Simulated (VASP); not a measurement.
## Cu: single point with LDA

Cu:

```
CELL_PARAMETERS angstrom
-1.38961 1.38961 1.38670
1.38961 -1.38961 1.38670
1.38961 1.38961 -1.38670
ATOMIC_POSITIONS crystal
Cu 0.00000 0.00000 0.00000
```

This isn't the form of Cu at room conditions, which is fcc.

```json
{"Program": "VASP 6.6.1", "Task": "single point", "Functional": "LDA", "Potentials or basis": "VASP PAW LDA potentials, release 64 (Cu)", "Cutoff": "520 eV", "k mesh": "24 × 24 × 24", "Occupations": "gaussian, width 0.15 eV", "Spin": "no spin polarisation", "Dipole correction": "no", "Further INCAR settings": "ALGO = Fast; EDIFF = 1e-06; NBANDS = 12"}
```

- Pressure: 5.4 GPa
- Band gap on the k mesh: zero (an odd number of electrons rules out a gap without spin polarisation)

Levels at points of the mesh, in eV from the Fermi level:
```tsv
k point	band 2	band 3	band 4	band 5	band 6	band 7	band 8	band 9	band 10	band 11
(0.00, 0.00, 0.00)	-3.50	-3.49	-3.49	-2.31	-2.30	26.04	26.04	26.09	30.54	30.57
(0.50, 0.00, 0.00)	-4.33	-2.35	-2.18	-1.46	-0.83	4.87	18.29	18.62	22.59	25.98
(0.50, 0.50, 0.00)	-4.32	-2.36	-2.18	-1.46	-0.85	4.85	18.34	18.68	22.65	26.03
(0.50, 0.50, 0.50)	-5.26	-1.66	-1.66	-1.66	8.54	8.54	8.63	14.44	14.48	17.59
```

It took 67 s on 1 thread of Intel(R) Xeon(R) 6975P-C (Granite Rapids), with other jobs on the host, peak memory 0.24 GiB.

Caveat: the cell stands under pressure.
